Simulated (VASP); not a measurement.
# Na16HF16 (a cell with a defect) in VASP: further runs

Na16HF16 (a cell with a defect) is run at these levels: PBE; tasks: single point.

Everything below comes from runs of VASP 6.6.1. Logs are shortened: lines on timing, memory, paths and dates and some standing lists are left out, and cuts for length are marked.

## Step 1: The cell of the first run

The cell holds a defect, 33 atoms: a = 8.141 Å, b = 8.141 Å, c = 8.141 Å, α = 109.47°, β = 109.47°, γ = 109.47°.

## Step 2: Single point, PBE (with an interstitial atom, then relaxed in part)

INCAR

```
PREC     = Accurate       # precision mode
ENCUT    = 520            # plane-wave cutoff, eV
EDIFF    = 1E-6           # SCF threshold, eV
ISMEAR   = 0              # smearing method
SIGMA    = 0.01           # smearing width, eV
LREAL    = Auto         
LASPH    = T              # aspherical terms in the spheres
NELM     = 60             # most SCF steps
ALGO     = Normal         # electronic algorithm
ISIF     = 2              # what is computed and relaxed
LWAVE    = F              # write WAVECAR
LCHARG   = F              # write CHGCAR
GGA      = PE             # functional
NBANDS   = 134            # bands
NELECT   = 224.0
```

KPOINTS

```
Automatic mesh
0
Gamma
  2 2 2
  0.5 0.5 0.5
```

POSCAR

```
Na16HF16
1.0
   -4.6999823628      4.6999823628      4.6999823628
    4.6999823628     -4.6999823628      4.6999823628
    4.6999823628      4.6999823628     -4.6999823628
Na F H
16 16 1
Direct
   -0.0044268870      0.2500000000      0.7539514721
    0.0083783591      0.5044268870      0.5044268870
   -0.0044268870      0.7539514721      0.2500000000
    0.2500000000     -0.0044268870      0.7539514721
   -0.0291460099     -0.0291460099     -0.0291460099
    0.2500000000      0.2500000000      0.5291460099
    0.2500000000      0.5291460099      0.2500000000
    0.4916216409      0.7460485279      0.7460485279
    0.2500000000      0.7539514721     -0.0044268870
    0.5044268870      0.0083783591      0.5044268870
    0.5291460099      0.2500000000      0.2500000000
    0.7460485279      0.4916216409      0.7460485279
    0.5044268870      0.5044268870      0.0083783591
    0.7460485279      0.7460485279      0.4916216409
    0.7539514721     -0.0044268870      0.2500000000
    0.7539514721      0.2500000000     -0.0044268870
    0.4998580596      0.7581651172      0.2500000000
    0.5083070576      0.0001419404      0.0001419404
    0.4998580596      0.2500000000      0.7581651172
    0.7581651172      0.4998580596      0.2500000000
    0.4491012956      0.4491012956      0.4491012956
    0.7418348828      0.7418348828     -0.0083070576
    0.7418348828     -0.0083070576      0.7418348828
    0.0508987044      0.2500000000      0.2500000000
    0.7581651172      0.2500000000      0.4998580596
    0.0001419404      0.5083070576      0.0001419404
   -0.0083070576      0.7418348828      0.7418348828
    0.2500000000      0.0508987044      0.2500000000
    0.0001419404      0.0001419404      0.5083070576
    0.2500000000      0.2500000000      0.0508987044
    0.2500000000      0.4998580596      0.7581651172
    0.2500000000      0.7581651172      0.4998580596
    0.2500000000      0.2500000000      0.2500000000
```

Potentials or basis: VASP PAW PBE potentials, release 64 (Na_pv, F, H).

On the command line:

```console
> cat potpaw_PBE.64/Na_pv/POTCAR potpaw_PBE.64/F/POTCAR potpaw_PBE.64/H/POTCAR > POTCAR
> mpirun -np 1 vasp_std > vasp.out
```

OUTCAR:

```text
PREC = Accurate
   ENCUT = 520
   EDIFF = 1E-6
   ISMEAR = 0
   LREAL = Auto
   LASPH = T
   NELM = 60
   ISIF = 2
   GGA = PE
   NELECT = 224.0

 ion  position               nearest neighbor table
   1  0.996  0.250  0.754-  25 2.31
   2  0.008  0.504  0.504-  27 2.31
   3  0.996  0.754  0.250-  20 2.31
   4  0.250  0.996  0.754-  32 2.31
   5  0.971  0.971  0.971-  23 2.25  27 2.25  22 2.25  30 2.31  28 2.31  24 2.31
   6  0.250  0.250  0.529-  19 2.25  31 2.25  29 2.25  21 2.31  24 2.31  28 2.31
   7  0.250  0.529  0.250-  26 2.25  32 2.25  17 2.25  24 2.31  30 2.31  21 2.31
   8  0.492  0.746  0.746-  18 2.31
   9  0.250  0.754  0.996-  31 2.31
  10  0.504  0.008  0.504-  23 2.31
  11  0.529  0.250  0.250-  18 2.25  25 2.25  20 2.25  28 2.31  21 2.31  30 2.31
  12  0.746  0.492  0.746-  26 2.31
  13  0.504  0.504  0.008-  22 2.31
  14  0.746  0.746  0.492-  29 2.31
  15  0.754  0.996  0.250-  17 2.31
  16  0.754  0.250  0.996-  19 2.31
  17  0.500  0.758  0.250-   7 2.25  15 2.31
  18  0.508  0.000  0.000-  11 2.25   8 2.31
  19  0.500  0.250  0.758-   6 2.25  16 2.31
  20  0.758  0.500  0.250-  11 2.25   3 2.31
  21  0.449  0.449  0.449-   6 2.31   7 2.31  11 2.31
  22  0.742  0.742  0.992-   5 2.25  13 2.31
  23  0.742  0.992  0.742-   5 2.25  10 2.31
  24  0.051  0.250  0.250-   7 2.31   6 2.31   5 2.31
  25  0.758  0.250  0.500-  11 2.25   1 2.31
  26  0.000  0.508  0.000-   7 2.25  12 2.31
  27  0.992  0.742  0.742-   5 2.25   2 2.31
  28  0.250  0.051  0.250-  11 2.31   6 2.31   5 2.31
  29  0.000  0.000  0.508-   6 2.25  14 2.31
  30  0.250  0.250  0.051-   5 2.31   7 2.31  11 2.31
  31  0.250  0.500  0.758-   6 2.25   9 2.31
  32  0.250  0.758  0.500-   7 2.25   4 2.31
  33  0.250  0.250  0.250-

  LATTYP: Found a body centered cubic cell.
 ALAT       =     9.3999647256

  Lattice vectors:

 A1 = (  -4.6999823628,   4.6999823628,   4.6999823628)
 A2 = (   4.6999823628,  -4.6999823628,   4.6999823628)
 A3 = (   4.6999823628,   4.6999823628,  -4.6999823628)

Analysis of symmetry for initial positions (statically):
=====================================================================
 Subroutine PRICEL returns:
 Original cell was already a primitive cell.

 Routine SETGRP: Setting up the symmetry group for a
 body centered cubic supercell.

 Subroutine GETGRP returns: Found 24 space group operations
 (whereof  6 operations were pure point group operations)
 out of a pool of 48 trial point group operations.

The static configuration has the point symmetry C_3v.
[... 165 lines left out ...]
   NELECT =     224.0000    total number of electrons
   NUPDOWN=      -1.0000    fix difference up-down
   EMIN   =  10.00;   EMAX   =-10.00  energy-range for DOS
   EFERMI =   0.00;   METHOD = LEGACY
   ISMEAR =     0;   SIGMA  =   0.01  broadening in eV -4-tet -1-fermi 0-gaus
   EFERMI_NEDOS =   21; number of points for ismear=-14 and -15
   IALGO  =     38    algorithm
   IMIX   =      4    mixing-type and parameters
     AMIX     =   0.40;   BMIX     =  1.00
     AMIX_MAG =   1.60;   BMIX_MAG =  1.00
  volume/ion in A,a.u.               =      12.58        84.92
  Fermi-wavevector in a.u.,A,eV,Ry     =   1.332625  2.518296 24.162441  1.775889
  Thomas-Fermi vector in A             =   2.461545
   LORBIT       =      0    0 simple, 1 ext, 2 COOP (PROOUT), +10 PAW based schemes
   GGA     = PE    functional components
   LHFCALC =     F    Hartree Fock is set to
   AEXX    =    0.0000 exact exchange contribution
   IVDW    =     0    specifies the selected vdW correction
   LEPSILON=     F    determine dielectric tensor
   LRPA    =     F    only Hartree local field effects (RPA)
 non-spin polarized calculation
 Gauss-broadening in eV      SIGMA  =   0.01
  energy-cutoff  :      520.00
  volume of cell :      415.29
 maximum number of plane-waves:     11205
 NGX is ok and might be reduce to    64
   NGX = 31   NGY = 31   NGZ = 31

 number of electron     223.9999882 magnetization

 Free energy of the ion-electron system (eV)
  ---------------------------------------------------
  ext. energy  EPLUGINS =         0.00000000
  ---------------------------------------------------
  free energy    TOTEN  =      -139.21820031 eV

  energy without entropy =     -139.21820031  energy(sigma->0) =     -139.21820031

 E-fermi :  -2.1752     XC(G=0):  -8.9352

 val. band max:       -2.2685112697   @ k =  -0.2500   0.2500   0.2500
 cond. band min:       4.1529748710   @ k =  -0.2500   0.2500   0.2500
 fundamental gap:      6.4214861407
 Fermi energy:        -2.1752459682

 k-point     1 :       0.2500    0.2500    0.2500
  band No.  band energies     occupation
      1     -22.2858      2.00000
      2     -21.7993      2.00000
      3     -21.7993      2.00000
      4     -21.7993      2.00000
      5     -21.7776      2.00000
      6     -21.7776      2.00000
[... 116 lines left out ...]
    123       9.0242      0.00000
    124       9.0242      0.00000

 k-point     2 :      -0.2500    0.2500    0.2500
  band No.  band energies     occupation
      1     -22.2930      2.00000
      2     -21.9156      2.00000
      3     -21.9156      2.00000
      4     -21.9128      2.00000
      5     -21.8645      2.00000
      6     -21.7811      2.00000
[... 116 lines left out ...]
    123       8.5712      0.00000
    124       9.2143      0.00000
 [bands above 124 left out]

------------------------ aborting loop because EDIFF is reached ----------------------------------------

  FORCE on cell =-STRESS in cart. coord.  units (eV):
  Direction    XX          YY          ZZ          XY          YZ          ZX
  --------------------------------------------------------------------------------------
  -------------------------------------------------------------------------------------
  Total       -4.1831688     -4.1831688     -4.1831688      0.0000000     -0.0000000      0.0000000
  in kB      -16.1386533    -16.1386533    -16.1386533      0.0000000     -0.0000000      0.0000000
  external PRESSURE =     -16.1386533 kB  Pullay stress =       0.0000000 kB

 VOLUME and BASIS-vectors are now :
 -----------------------------------------------------------------------------
  energy-cutoff  :      520.00
  volume of cell :      415.29
      direct lattice vectors                 reciprocal lattice vectors
    -4.699982363  4.699982363  4.699982363     0.000000000  0.106383378  0.106383378
     4.699982363 -4.699982363  4.699982363     0.106383378  0.000000000  0.106383378
     4.699982363  4.699982363 -4.699982363     0.106383378  0.106383378  0.000000000

 POSITION                                       TOTAL-FORCE (eV/Angst)
 -----------------------------------------------------------------------------------
      0.03938      7.04774      2.31061        -0.000410      0.000035      0.000410
      4.70222      0.03938      0.03938        -0.000035     -0.000410     -0.000410
      0.03938      2.31061      7.04774        -0.000410      0.000410      0.000035
      7.04774      0.03938      2.31061         0.000035     -0.000410      0.000410
      4.56300      4.56300      4.56300        -0.006607     -0.006607     -0.006607
      2.48698      2.48698     -0.13699         0.006607      0.006607     -0.006607
[... 25 lines left out ...]
      4.73769     -0.03904      2.38903        -0.003937     -0.002544      0.002544
      1.17500      1.17500      1.17500         0.000000      0.000000      0.000000
 -----------------------------------------------------------------------------------
    total drift:                               -0.000007     -0.000007     -0.000017

  FREE ENERGIE OF THE ION-ELECTRON SYSTEM (eV)
  ---------------------------------------------------
  free  energy   TOTEN  =      -139.2182003139 eV

  energy  without entropy=     -139.2182003139  energy(sigma->0) =     -139.21820031
```

OSZICAR:

```text
N       E                     dE             d eps       ncg     rms          rms(c)
DAV:   1     0.378629503290E+04    0.37863E+04   -0.10744E+05   536   0.213E+03
DAV:   2     0.580837819240E+03   -0.32055E+04   -0.30837E+04   584   0.635E+02
DAV:   3    -0.978290482398E+02   -0.67867E+03   -0.66146E+03   560   0.282E+02
DAV:   4    -0.150928242946E+03   -0.53099E+02   -0.52327E+02   608   0.777E+01
DAV:   5    -0.152582265570E+03   -0.16540E+01   -0.16479E+01   600   0.151E+01    0.208E+01
DAV:   6    -0.139305438183E+03    0.13277E+02   -0.50382E+01   784   0.236E+01    0.696E+00
DAV:   7    -0.139200906620E+03    0.10453E+00   -0.15178E+00   680   0.488E+00    0.425E+00
DAV:   8    -0.139190200114E+03    0.10707E-01   -0.39395E-01   728   0.472E+00    0.444E-01
DAV:   9    -0.139210700797E+03   -0.20501E-01   -0.13196E-01   696   0.140E+00    0.279E-01
DAV:  10    -0.139218294495E+03   -0.75937E-02   -0.14981E-02   584   0.489E-01    0.864E-02
DAV:  11    -0.139218202829E+03    0.91666E-04   -0.70198E-04   608   0.164E-01    0.372E-02
DAV:  12    -0.139218203529E+03   -0.69983E-06   -0.23856E-04   648   0.986E-02    0.154E-02
DAV:  13    -0.139218201624E+03    0.19046E-05   -0.28424E-05   720   0.465E-02    0.658E-03
DAV:  14    -0.139218200434E+03    0.11906E-05   -0.63153E-06   448   0.190E-02    0.292E-03
DAV:  15    -0.139218200314E+03    0.11966E-06   -0.18567E-06   384   0.844E-03
   1 F= -.13921820E+03 E0= -.13921820E+03  d E =-.140945E-39
```

Run time: 4.8 min. Hardware: 1 thread of Intel Xeon Platinum 8488C (Sapphire Rapids), shared host; peak memory 0.56 GiB.

What came out:

```
Free energy   : -139.2182 eV
Largest force : 0.011 eV/Å
```

Forces on the atoms (eV/Å):
```
Na   0.000  0.000  0.000
Na   0.000  0.000  0.000
Na   0.000  0.000  0.000
Na   0.000  0.000  0.000
Na  -0.007 -0.007 -0.007
Na   0.007  0.007 -0.007
Na   0.007 -0.007  0.007
Na   0.000  0.000  0.000
Na   0.000  0.000  0.000
Na   0.000  0.000  0.000
Na  -0.007  0.007  0.007
Na   0.000  0.000  0.000
Na   0.000  0.000  0.000
Na   0.000  0.000  0.000
Na   0.000  0.000  0.000
Na   0.000  0.000  0.000
F    0.003 -0.003 -0.004
F    0.004  0.003  0.003
F    0.003 -0.004 -0.003
F   -0.003  0.003 -0.004
F    0.003  0.003  0.003
F   -0.003 -0.003  0.004
F   -0.003  0.004 -0.003
F    0.003 -0.003 -0.003
F   -0.003 -0.004  0.003
F    0.003  0.004  0.003
F    0.004 -0.003 -0.003
F   -0.003  0.003 -0.003
F    0.003  0.003  0.004
F   -0.003 -0.003  0.003
F   -0.004  0.003 -0.003
F   -0.004 -0.003  0.003
H    0.000  0.000  0.000
```

Levels at points of the mesh, in eV from the Fermi level:
```tsv
k point	band 110	band 111	band 112	band 113	band 114	band 115
(0.25, 0.25, 0.25)	-0.11	-0.11	-0.11	6.76	7.76	7.76
```

Caveat: the cell carries a net charge on a neutralising background, which shifts energy and pressure; the cell differs from its parent crystal (with an interstitial atom, then relaxed in part); the cell is charged against a uniform background, so pressure and absolute levels hang on convention.

## Step 3: Single point, PBE (with an interstitial atom, then relaxed in part)

INCAR

```
SYSTEM = Na16HF16
PREC = Accurate
ENCUT = 520
EDIFF = 1E-6
ISMEAR = 0
SIGMA = 0.01
LREAL = Auto
LASPH = .True.
NELM = 60
ALGO = Normal
ISIF = 2
LWAVE = .False.
LCHARG = .False.
GGA = PE
NELECT = 226.0
NBANDS = 134
```

KPOINTS is that of step 2.

POSCAR

```
Na16HF16
1.0
   -4.6999823628      4.6999823628      4.6999823628
    4.6999823628     -4.6999823628      4.6999823628
    4.6999823628      4.6999823628     -4.6999823628
Na F H
16 16 1
Direct
   -0.0023333919      0.2500000000      0.7414746866
   -0.0061919215      0.5023333919      0.5023333919
   -0.0023333919      0.7414746866      0.2500000000
    0.2500000000     -0.0023333919      0.7414746866
    0.0042161879      0.0042161879      0.0042161879
    0.2500000000      0.2500000000      0.4957838121
    0.2500000000      0.4957838121      0.2500000000
    0.5061919215      0.7585253134      0.7585253134
    0.2500000000      0.7414746866     -0.0023333919
    0.5023333919     -0.0061919215      0.5023333919
    0.4957838121      0.2500000000      0.2500000000
    0.7585253134      0.5061919215      0.7585253134
    0.5023333919      0.5023333919     -0.0061919215
    0.7585253134      0.7585253134      0.5061919215
    0.7414746866     -0.0023333919      0.2500000000
    0.7414746866      0.2500000000     -0.0023333919
    0.5050894511      0.7465033261      0.2500000000
    0.4914138750     -0.0050894511     -0.0050894511
    0.5050894511      0.2500000000      0.7465033261
    0.7465033261      0.5050894511      0.2500000000
    0.5524455050      0.5524455050      0.5524455050
    0.7534966739      0.7534966739      0.0085861250
    0.7534966739      0.0085861250      0.7534966739
   -0.0524455050      0.2500000000      0.2500000000
    0.7465033261      0.2500000000      0.5050894511
   -0.0050894511      0.4914138750     -0.0050894511
    0.0085861250      0.7534966739      0.7534966739
    0.2500000000     -0.0524455050      0.2500000000
   -0.0050894511     -0.0050894511      0.4914138750
    0.2500000000      0.2500000000     -0.0524455050
    0.2500000000      0.5050894511      0.7465033261
    0.2500000000      0.7465033261      0.5050894511
    0.2500000000      0.2500000000      0.2500000000
```

Potentials or basis: VASP PAW PBE potentials, release 64 (Na_pv, F, H).

On the command line:

```console
> cat potpaw_PBE.64/Na_pv/POTCAR potpaw_PBE.64/F/POTCAR potpaw_PBE.64/H/POTCAR > POTCAR
> mpirun -np 1 vasp_std > vasp.out
```

OUTCAR:

```text
SYSTEM = Na16HF16
   PREC = Accurate
   ENCUT = 520
   EDIFF = 1E-6
   ISMEAR = 0
   LREAL = Auto
   LASPH = .True.
   NELM = 60
   ISIF = 2
   GGA = PE
   NELECT = 226.0

 ion  position               nearest neighbor table
   1  0.998  0.250  0.741-  30 2.18  25 2.29  26 2.34  23 2.34
   2  0.994  0.502  0.502-  24 2.18  27 2.29  31 2.34  32 2.34
   3  0.998  0.741  0.250-  28 2.18  20 2.29  22 2.34  29 2.34
   4  0.250  0.998  0.741-  30 2.18  32 2.29  18 2.34  27 2.34
   5  0.004  0.004  0.004-
   6  0.250  0.250  0.496-
[... 523 lines left out ...]
  Total       11.2544810     11.2544810     11.2544810      0.0000000      0.0000000      0.0000000
  in kB       43.4197559     43.4197559     43.4197559      0.0000000      0.0000000      0.0000000
  external PRESSURE =      43.4197559 kB  Pullay stress =       0.0000000 kB

 VOLUME and BASIS-vectors are now :
 -----------------------------------------------------------------------------
  energy-cutoff  :      520.00
  volume of cell :      415.29
      direct lattice vectors                 reciprocal lattice vectors
    -4.699982363  4.699982363  4.699982363     0.000000000  0.106383378  0.106383378
     4.699982363 -4.699982363  4.699982363     0.106383378  0.000000000  0.106383378
     4.699982363  4.699982363 -4.699982363     0.106383378  0.106383378  0.000000000

 POSITION                                       TOTAL-FORCE (eV/Angst)
 -----------------------------------------------------------------------------------
     -0.02910      6.99894      2.37909         0.017666     -0.009822     -0.017666
      0.05104      4.67088      4.67088         0.009822      0.017666      0.017666
     -0.02910      2.37909      6.99894         0.017666     -0.017666     -0.009822
      6.99894     -0.02910      2.37909        -0.009822      0.017666     -0.017666
      0.01982      0.01982      0.01982        -0.011875     -0.011875     -0.011875
      2.33018      2.33018      0.01982         0.011875      0.011875     -0.011875
[... 25 lines left out ...]
      4.70747      0.04035      2.30964        -0.010546      0.006275     -0.006275
      1.17500      1.17500      1.17500         0.000000      0.000000     -0.000000
 -----------------------------------------------------------------------------------
    total drift:                               -0.000031     -0.000031     -0.000048

  FREE ENERGIE OF THE ION-ELECTRON SYSTEM (eV)
  ---------------------------------------------------
  free  energy   TOTEN  =      -135.7472235279 eV

  energy  without entropy=     -135.7472235279  energy(sigma->0) =     -135.74722353
```

stdout:

```text
POSCAR found type information on POSCAR NaF H
 POSCAR found :  3 types and      33 ions
 scaLAPACK will be used
 LDA part: xc-table for (Slater+PW92), standard interpolation
 POSCAR, INCAR and KPOINTS ok, starting setup
 FFT: planning ... GRIDC
 FFT: planning ... GRID_SOFT
 FFT: planning ... GRID
 WAVECAR not read
 entering main loop
 the old and the new charge density differ
 old charge density:   225.00000 new  226.00000
    0.221E+01
```

It took 5.6 min on 1 thread of Intel Xeon Platinum 8488C (Sapphire Rapids), shared host; peak memory 0.56 GiB.

What came out:

- Free energy: -135.7472 eV
- Largest force: 0.027 eV/Å

Forces in eV/Å, atoms in the order of the input:
```
Na   0.018 -0.010 -0.018
Na   0.010  0.018  0.018
Na   0.018 -0.018 -0.010
Na  -0.010  0.018 -0.018
Na  -0.012 -0.012 -0.012
Na   0.012  0.012 -0.012
Na   0.012 -0.012  0.012
Na   0.010 -0.018 -0.018
Na  -0.010 -0.018  0.018
Na   0.018  0.010  0.018
Na  -0.012  0.012  0.012
Na  -0.018  0.010 -0.018
Na   0.018  0.018  0.010
Na  -0.018 -0.018  0.010
Na  -0.018  0.018 -0.010
Na  -0.018 -0.010  0.018
F   -0.006  0.006 -0.011
F    0.011 -0.006 -0.006
F   -0.006 -0.011  0.006
F    0.006 -0.006 -0.011
F    0.002  0.002  0.002
F    0.006  0.006  0.011
F    0.006  0.011  0.006
F    0.002 -0.002 -0.002
F    0.006 -0.011 -0.006
F   -0.006  0.011 -0.006
F    0.011  0.006  0.006
F   -0.002  0.002 -0.002
F   -0.006 -0.006  0.011
F   -0.002 -0.002  0.002
F   -0.011 -0.006  0.006
F   -0.011  0.006 -0.006
H    0.000  0.000  0.000
```

Levels at points of the mesh, in eV from the Fermi level:
| k point | band 109 | band 110 | band 111 | band 112 | band 113 | band 114 | band 115 | band 116 | band 117 | band 118 |
| --- | --- | --- | --- | --- | --- | --- | --- | --- | --- | --- |
| (0.25, 0.25, 0.25) | -3.83 | -3.68 | -3.68 | -3.68 | -0.07 | 3.96 | 3.96 | 3.96 | 4.92 | 6.83 |

Caveat: the cell carries a net charge on a neutralising background, which shifts energy and pressure; the cell differs from its parent crystal (with an interstitial atom, then relaxed in part); the cell is charged against a uniform background, so pressure and absolute levels hang on convention.
